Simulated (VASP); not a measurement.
WSe2: relaxation of the atoms with PBEsol

Crystal: WSe2.

```
W Se
1.0
     3.33652    0.00000    0.00000
    -1.66826    2.88951    0.00000
     0.00000    0.00000   13.48814
W Se
2 4
Cartesian
  1.6683 0.9632 10.1161
  0.0000 1.9263 3.3720
  0.0000 1.9263 11.7950
  1.6683 0.9632 5.0509
  0.0000 1.9263 8.4372
  1.6683 0.9632 1.6932
```

This cell differs from its parent crystal: equal strain along all axes, cell held: +2.0 %.

| Property | Result |
| --- | --- |
| Program | VASP 6.6.1 |
| Task | relaxation of the atoms |
| Functional | PBEsol |
| Potentials or basis | VASP PAW PBE potentials, release 64 (W_sv, Se) |
| Cutoff | 520 eV |
| k mesh | 12 × 12 × 2 |
| Occupations | gaussian, width 0.02 eV |
| Spin | no spin polarisation |
| Dipole correction | no |
| Further INCAR settings | ALGO = Normal; EDIFF = 1e-07; IBRION = 2; EDIFFG = -0.008; NSW = 60 |

```
Energy gained by relaxing : 3.6 meV/atom
Ionic steps               : 3
Pressure after relaxing   : -2.9 GPa
Band gap on the k mesh    : 1.11 eV (least direct gap 1.38 eV)
```

Stress tensor (GPa, compression positive):
```
-4.10  0.00  0.00
 0.00 -4.10  0.00
 0.00  0.00 -0.50
```

Step by step:
```csv
step,energy change (eV),largest force (eV/Å),pressure (GPa)
1,0.0000,0.4223,-4.89
2,-0.0206,0.0802,-3.27
3,-0.0214,0.0004,-2.90
```

Final structure:
```
W Se
1.0
     3.33652    0.00000    0.00000
    -1.66826    2.88951    0.00000
     0.00000    0.00000   13.48814
W Se
2 4
Cartesian
  1.6683 0.9632 10.1161
  0.0000 1.9263 3.3720
  0.0000 1.9263 11.7700
  1.6683 0.9632 5.0259
  0.0000 1.9263 8.4622
  1.6683 0.9632 1.7181
```

Levels at points of the mesh, in eV from the valence-band top:
| k point | band 23 | band 24 | band 25 | band 26 | band 27 | band 28 | band 29 | band 30 |
| --- | --- | --- | --- | --- | --- | --- | --- | --- |
| (0.00, 0.00, 0.00) | -1.61 | -1.25 | -0.88 | 0.00 | 2.57 | 2.57 | 2.59 | 2.59 |
| (0.50, 0.00, 0.00) | -1.39 | -1.33 | -1.25 | -1.22 | 1.96 | 1.99 | 2.27 | 2.45 |
| (0.00, 0.00, 0.50) | -1.63 | -1.63 | -0.22 | -0.22 | 2.58 | 2.58 | 2.58 | 2.58 |
| (0.50, 0.00, 0.50) | -1.32 | -1.32 | -1.27 | -1.27 | 1.98 | 1.98 | 2.38 | 2.38 |

Wall time 2.5 min on 4 MPI ranks on Oxide Virtual Turin-like Processor, with other jobs on the host, peak memory 0.32 GiB a rank.

Caveat: the cell differs from its parent crystal (equal strain along all axes, cell held: +2.0 %); the PAW data sets were made with another functional, which shifts forces and pressure a little; spin-orbit coupling is left out, which moves the levels of the heavy elements; this functional lacks dispersion, which binds layers or chains, so the pressure and a relaxed spacing across them are unreliable. A k mesh can miss the band edges.
